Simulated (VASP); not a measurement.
# Si (P6/mmm) in VASP: further runs, part 2 of 2

VASP 6.6.1. The steps go on from the part before.

## Step 3: Single point, LDA (strain -0.025 along x and y, +0.050 along z)

Contents of INCAR:

```
ALGO = Normal
EDIFF = 1E-6
ENCUT = 520
ISIF = 2
ISMEAR = 0
LASPH = T
LCHARG = F
LREAL = F
LWAVE = F
NBANDS = 8
NELM = 100
PREC = Accurate
SIGMA = 0.15
```

Contents of KPOINTS:

```
k-points
0
Gamma
  24 24 24
```

Contents of POSCAR:

```
Si
1.0
    2.5432791415      0.0000000000      0.0000000000
   -1.2716395708      2.2025443455      0.0000000000
    0.0000000000      0.0000000000      2.5942992663
Si
1
Direct
    0.0000000000      0.0000000000      0.0000000000
```

Potentials or basis: VASP PAW LDA potentials, release 64 (Si).

The run is started by

```bash
$ cat potpaw_LDA.64/Si/POTCAR > POTCAR
$ mpirun -np 1 vasp_std > vasp.out
```

OUTCAR:

```text
EDIFF = 1E-6
   ENCUT = 520
   ISIF = 2
   ISMEAR = 0
   LASPH = T
   LREAL = F
   NELM = 100
   PREC = Accurate

 ion  position               nearest neighbor table
   1  0.000  0.000  0.000-

  LATTYP: Found a hexagonal cell.
 ALAT       =     2.5432791415
 C/A-ratio  =     1.0200607648

  Lattice vectors:

 A1 = (   2.5432791415,   0.0000000000,   0.0000000000)
 A2 = (  -1.2716395708,   2.2025443455,   0.0000000000)
 A3 = (   0.0000000000,   0.0000000000,   2.5942992663)

Analysis of symmetry for initial positions (statically):
=====================================================================
 Subroutine PRICEL returns:
 Original cell was already a primitive cell.

 Routine SETGRP: Setting up the symmetry group for a
 hexagonal supercell.

 Subroutine GETGRP returns: Found 24 space group operations
 (whereof 24 operations were pure point group operations)
 out of a pool of 24 trial point group operations.

The static configuration has the point symmetry D_6h.

Analysis of symmetry for dynamics (positions and initial velocities):
=====================================================================
 Subroutine PRICEL returns:
 Original cell was already a primitive cell.

 Routine SETGRP: Setting up the symmetry group for a
 hexagonal supercell.

 Subroutine GETGRP returns: Found 24 space group operations
 (whereof 24 operations were pure point group operations)
 out of a pool of 24 trial point group operations.

The dynamic configuration has the point symmetry D_6h.

 Subroutine INISYM returns: Found 24 space group operations
 (whereof 24 operations are pure point group operations),
 and found     1 'primitive' translations

----------------------------------------------------------------------------------------

                                     Primitive cell

  volume of cell :      14.5324

  direct lattice vectors                    reciprocal lattice vectors
     2.543279141  0.000000000  0.000000000     0.393193175  0.227010185  0.000000000
    -1.271639571  2.202544345  0.000000000     0.000000000  0.454020371  0.000000000
     0.000000000  0.000000000  2.594299266     0.000000000  0.000000000  0.385460541

  length of vectors
     2.543279141  2.543279142  2.594299266     0.454020371  0.454020371  0.385460541

  position of ions in fractional coordinates (direct lattice)
     0.000000000  0.000000000  0.000000000

  ion indices of the primitive-cell ions
   primitive index   ion index
                 1           1

----------------------------------------------------------------------------------------

 KPOINTS: k-points

Automatic generation of k-mesh.
 Grid dimensions read from file:
 generate k-points for:   24   24   24

 Generating k-lattice:

  Cartesian coordinates                     Fractional coordinates (reciprocal lattice)
     0.016383049  0.009458758  0.000000000     0.041666667  0.000000000  0.000000000
     0.000000000  0.018917515  0.000000000     0.000000000  0.041666667  0.000000000
     0.000000000  0.000000000  0.016060856     0.000000000  0.000000000  0.041666667

  Length of vectors
     0.018917515  0.018917515  0.016060856

  Shift w.r.t. Gamma in fractional coordinates (k-lattice)
     0.000000000  0.000000000  0.000000000

 Subroutine IBZKPT returns following result:
 ===========================================

 Found    793 irreducible k-points:

 Following reciprocal coordinates:
            Coordinates               Weight
  0.000000  0.000000  0.000000      1.000000
  0.041667  0.000000  0.000000      6.000000
  0.083333  0.000000  0.000000      6.000000
  0.125000  0.000000  0.000000      6.000000
  0.166667  0.000000  0.000000      6.000000
  0.208333 -0.000000  0.000000      6.000000
[... 16 lines left out ...]
  0.416667  0.041667  0.000000     12.000000
  0.458333  0.041667  0.000000     12.000000
 [... further k-points ...]
   k-points           NKPTS =    793   k-points in BZ     NKDIM =    793   number of bands    NBANDS=      8
   number of dos      NEDOS =    301   number of ions     NIONS =      1
   total plane-waves  NPLWV =   8000
   dimension x,y,z NGX =    20 NGY =   20 NGZ =   20
   dimension x,y,z NGXF=    40 NGYF=   40 NGZF=   40
   ions per type =               1
   NGX,Y,Z   is equivalent  to a cutoff of  13.07, 13.07, 12.82 a.u.
   NGXF,Y,Z  is equivalent  to a cutoff of  26.15, 26.15, 25.63 a.u.
 SYSTEM =  unknown system
   PREC   = accura    normal or accurate (medium, high low for compatibility)
   ISTART =      0    job   : 0-new  1-cont  2-samecut
   ICHARG =      2    charge: 1-file 2-atom 10-const
   ISPIN  =      1    spin polarized calculation?
   LNONCOLLINEAR =      F non collinear calculations
   LSORBIT =      F    spin-orbit coupling
   LASPH  =      T    aspherical Exc in radial PAW
   ENCUT  =  520.0 eV  38.22 Ry    6.18 a.u.   4.73  4.73  4.82*2*pi/ulx,y,z
   NELM   =    100;   NELMIN=  2; NELMDL= -5     # of ELM steps
   EDIFF  = 0.1E-05   stopping-criterion for ELM
   LREAL  =      F    real-space projection
   EDIFFG = 0.1E-04   stopping-criterion for IOM
   NSW    =      0    number of steps for IOM
   IBRION =     -1    ionic relax: 0-MD 1-quasi-New 2-CG
   NFREE  =      0    steps in history (QN), initial steepest desc. (CG)
   ISIF   =      2    stress and relaxation
   ISYM   =      2    0-nonsym 1-usesym 2-fastsym
   POTIM  = 0.5000    time-step for ionic-motion
   TEBEG  =    0.0;   TEEND  =   0.0 temperature during run
   PSTRESS=    0.0 pullay stress
   NELECT =       4.0000    total number of electrons
   NUPDOWN=      -1.0000    fix difference up-down
   EMIN   =  10.00;   EMAX   =-10.00  energy-range for DOS
   EFERMI =   0.00;   METHOD = LEGACY
   ISMEAR =     0;   SIGMA  =   0.15  broadening in eV -4-tet -1-fermi 0-gaus
   EFERMI_NEDOS =   21; number of points for ismear=-14 and -15
   IALGO  =     38    algorithm
   IMIX   =      4    mixing-type and parameters
     AMIX     =   0.40;   BMIX     =  1.00
     AMIX_MAG =   1.60;   BMIX_MAG =  1.00
  volume/ion in A,a.u.               =      14.53        98.07
  Fermi-wavevector in a.u.,A,eV,Ry     =   1.064916  2.012399 15.429626  1.134046
  Thomas-Fermi vector in A             =   2.200450
   LORBIT       =      0    0 simple, 1 ext, 2 COOP (PROOUT), +10 PAW based schemes
   GGA     = CA    functional components
   LHFCALC =     F    Hartree Fock is set to
   AEXX    =    0.0000 exact exchange contribution
   IVDW    =     0    specifies the selected vdW correction
   LEPSILON=     F    determine dielectric tensor
   LRPA    =     F    only Hartree local field effects (RPA)
 non-spin polarized calculation
 Gauss-broadening in eV      SIGMA  =   0.15
  energy-cutoff  :      520.00
  volume of cell :       14.53
 maximum number of plane-waves:       405
 NGX is ok and might be reduce to    20
   NGX =  9   NGY =  9   NGZ =  9

 number of electron       4.0000000 magnetization

 Free energy of the ion-electron system (eV)
  ---------------------------------------------------
  ext. energy  EPLUGINS =         0.00000000
  ---------------------------------------------------
  free energy    TOTEN  =        -5.68900255 eV

  energy without entropy =       -5.68469959  energy(sigma->0) =       -5.68685107

 E-fermi :   9.7349     XC(G=0): -11.1778

 val. band max:        9.7338587696   @ k =   0.2500   0.1250   0.1667
 cond. band min:       9.7416609521   @ k =   0.3750   0.2083   0.2083
 fundamental gap:      0.0078021825
 Fermi energy:         9.7348899320

 k-point     1 :       0.0000    0.0000    0.0000
  band No.  band energies     occupation
      1      -4.4660      2.00000
      2      15.4012      0.00000
      3      16.3175      0.00000
      4      21.6515      0.00000
      5      21.6515      0.00000
      6      22.8857      0.00000
      7      22.8857      0.00000
      8      28.6354      0.00000
[... 243 lines left out ...]
 k-point    24 :       0.4583    0.0417    0.0000
  band No.  band energies     occupation
      1       2.2775      2.00000
      2       3.5027      2.00000
      3      14.8035      0.00000
      4      18.0703      0.00000
      5      20.7136      0.00000
      6      23.1080      0.00000
      7      26.0813      0.00000
      8      27.2314      0.00000

 [... further k-points ...]

------------------------ aborting loop because EDIFF is reached ----------------------------------------

  FORCE on cell =-STRESS in cart. coord.  units (eV):
  Direction    XX          YY          ZZ          XY          YZ          ZX
  --------------------------------------------------------------------------------------
  -------------------------------------------------------------------------------------
  Total        0.6528330      0.6528330     -1.1031654     -0.0000000      0.0000000      0.0000000
  in kB       71.9737101     71.9737101   -121.6220837     -0.0000000      0.0000000      0.0000000
  external PRESSURE =       7.4417789 kB  Pullay stress =       0.0000000 kB

 VOLUME and BASIS-vectors are now :
 -----------------------------------------------------------------------------
  energy-cutoff  :      520.00
  volume of cell :       14.53
      direct lattice vectors                 reciprocal lattice vectors
     2.543279141  0.000000000  0.000000000     0.393193175  0.227010185  0.000000000
    -1.271639571  2.202544345  0.000000000     0.000000000  0.454020371  0.000000000
     0.000000000  0.000000000  2.594299266     0.000000000  0.000000000  0.385460541

 POSITION                                       TOTAL-FORCE (eV/Angst)
 -----------------------------------------------------------------------------------
      0.00000      0.00000      0.00000         0.000000      0.000000      0.000000
 -----------------------------------------------------------------------------------
    total drift:                                0.000000     -0.000000      0.000000

  FREE ENERGIE OF THE ION-ELECTRON SYSTEM (eV)
  ---------------------------------------------------
  free  energy   TOTEN  =        -5.6890025458 eV

  energy  without entropy=       -5.6846995856  energy(sigma->0) =       -5.68685107
```

stdout:

```text
POSCAR found type information on POSCAR Si
 POSCAR found :  1 types and       1 ions
 scaLAPACK will be used
 LDA part: xc-table for (Slater(with rela. corr.)+CA(PZ))
 , standard interpolation
 POSCAR, INCAR and KPOINTS ok, starting setup
 FFT: planning ... GRIDC
 FFT: planning ... GRID_SOFT
 FFT: planning ... GRID
 WAVECAR not read
 entering main loop
```

It took 45 s on 1 thread of Intel Xeon Platinum 8259CL at 2.50GHz (Skylake/Cascade Lake), shared host; peak memory 0.18 GiB.

Results:

* Free energy: -5.6890 eV
* Pressure: 0.7 GPa
* Band gap on the k mesh: zero (band 2 reaches 15.71 eV, above the bottom of band 3 at 5.34 eV)

Stress tensor (GPa, compression positive):
```
  7.20   0.00   0.00
  0.00   7.20   0.00
  0.00   0.00 -12.16
```

Levels at points of the mesh, in eV from the Fermi level:
| k point | band 1 | band 2 | band 3 | band 4 | band 5 | band 6 |
| --- | --- | --- | --- | --- | --- | --- |
| (0.00, 0.00, 0.00) | -14.20 | 5.67 | 6.58 | 11.92 | 11.92 | 13.15 |
| (0.50, 0.00, 0.00) | -7.04 | -6.75 | 6.19 | 7.19 | 11.06 | 13.20 |
| (0.00, 0.00, 0.50) | -10.25 | -7.29 | 14.69 | 14.69 | 15.16 | 15.16 |
| (0.50, 0.00, 0.50) | -3.68 | -2.39 | -1.54 | 1.53 | 9.03 | 12.39 |

Caveat: the cell differs from its parent crystal (strain -0.025 along x and y, +0.050 along z).

## Step 4: Single point, LDA (strain +0.025 along x and y, -0.050 along z)

Contents of INCAR:

```
PREC     = Accurate       # precision mode
ENCUT    = 520            # plane-wave cutoff, eV
EDIFF    = 1E-6           # SCF threshold, eV
ISMEAR   = 0              # smearing method
SIGMA    = 0.15           # smearing width, eV
LREAL    = F              # projectors in reciprocal space
LASPH    = T              # aspherical terms in the spheres
NELM     = 60             # most SCF steps
ALGO     = Normal         # electronic algorithm
ISIF     = 2              # what is computed and relaxed
LWAVE    = F              # write WAVECAR
LCHARG   = F              # write CHGCAR
NBANDS   = 8              # bands
```

Contents of KPOINTS:

```
Automatic mesh
0
Gamma
  24 24 24
```

Contents of POSCAR:

```
Si
1.0
    2.6737037129      0.0000000000      0.0000000000
   -1.3368518564      2.3154953375      0.0000000000
    0.0000000000      0.0000000000      2.3472231457
Si
1
Direct
    0.0000000000      0.0000000000      0.0000000000
```

The run is started by

```bash
$ cat potpaw_LDA.64/Si/POTCAR > POTCAR
$ mpirun -np 1 vasp_std > vasp.out
```

It took 22 s on 1 thread of Intel Xeon 6975P-C (Granite Rapids), shared host; peak memory 0.18 GiB.

It converged, with:

```
Free energy            : -5.7048 eV
Pressure               : 2.0 GPa
Band gap on the k mesh : zero (band 2 reaches 17.82 eV, above the bottom of band 3 at 5.01 eV)
```

Stress tensor (GPa, compression positive):
```
-3.65  0.00  0.00
 0.00 -3.65  0.00
 0.00  0.00 13.42
```

Levels at points of the mesh, in eV from the Fermi level:
| k point | band 1 | band 2 | band 3 | band 4 | band 5 |
| --- | --- | --- | --- | --- | --- |
| (0.00, 0.00, 0.00) | -14.18 | 8.03 | 8.99 | 8.99 | 10.26 |
| (0.50, 0.00, 0.00) | -8.19 | -6.92 | 4.25 | 5.96 | 14.64 |
| (0.00, 0.00, 0.50) | -8.33 | -7.16 | 13.35 | 13.35 | 15.00 |
| (0.50, 0.00, 0.50) | -2.58 | -2.24 | -1.40 | 1.49 | 8.69 |

Caveat: the cell differs from its parent crystal (strain +0.025 along x and y, -0.050 along z).

## Step 5: Single point, LDA (strain +0.000 along x and y, +0.025 along z)

Contents of INCAR:

```
SYSTEM = Si
ALGO = Normal
EDIFF = 1E-7
ENCUT = 520
GGA = CA
ISIF = 2
ISMEAR = 0
LASPH = .TRUE.
LCHARG = .FALSE.
LREAL = .FALSE.
LWAVE = .FALSE.
NBANDS = 8
NELM = 60
PREC = Accurate
SIGMA = 0.15
```

Contents of KPOINTS:

```
k-points
0
G
  24 24 24
  0 0 0
```

Contents of POSCAR:

```
Si
1.0
    2.6084914272      0.0000000000      0.0000000000
   -1.3042457136      2.2590198415      0.0000000000
    0.0000000000      0.0000000000      2.5325302362
Si
1
Direct
    0.0000000000      0.0000000000      0.0000000000
```

The run is started by

```bash
$ cat potpaw_LDA.64/Si/POTCAR > POTCAR
$ mpirun -np 1 vasp_std > vasp.out
```

It took 25 s on 1 thread of Intel Xeon 6975P-C (Granite Rapids), shared host; peak memory 0.18 GiB.

Results (log left out):

```
Free energy            : -5.7273 eV
Pressure               : -2.7 GPa
Band gap on the k mesh : zero (band 2 reaches 16.36 eV, above the bottom of band 3 at 5.03 eV)
```

Stress tensor (GPa, compression positive):
```
-0.02  0.00  0.00
 0.00 -0.02  0.00
 0.00  0.00 -8.05
```

Levels at points of the mesh, in eV from the Fermi level:
| k point | band 1 | band 2 | band 3 | band 4 | band 5 |
| --- | --- | --- | --- | --- | --- |
| (0.00, 0.00, 0.00) | -13.95 | 6.89 | 7.19 | 10.63 | 10.63 |
| (0.50, 0.00, 0.00) | -7.35 | -6.64 | 5.40 | 6.77 | 11.77 |
| (0.00, 0.00, 0.50) | -9.54 | -7.09 | 13.74 | 13.74 | 14.90 |
| (0.50, 0.00, 0.50) | -3.18 | -2.19 | -1.86 | 1.58 | 8.61 |

Caveat: the cell differs from its parent crystal (strain +0.000 along x and y, +0.025 along z).

## Step 6: Summary

| cell | gap on the mesh (eV) | pressure (GPa) |
| --- | --- | --- |
| a = 2.543, b = 2.543, c = 2.533 Å, angles 90.0, 90.0, 120.0°, 1 atom | none | 3.3 |
| a = 2.543, b = 2.543, c = 2.594 Å, angles 90.0, 90.0, 120.0°, 1 atom | none | 0.7 |
| a = 2.674, b = 2.674, c = 2.347 Å, angles 90.0, 90.0, 120.0°, 1 atom | none | 2.0 |
| a = 2.608, b = 2.608, c = 2.533 Å, angles 90.0, 90.0, 120.0°, 1 atom | none | -2.7 |

Alike in all rows: task single point; level LDA; potentials or basis VASP PAW LDA potentials, release 64 (Si); no spin polarisation; k mesh 24 × 24 × 24; cutoff (eV) 520; smearing gaussian 0.15 eV.

Absolute energies hang on the potentials; compare differences alone.
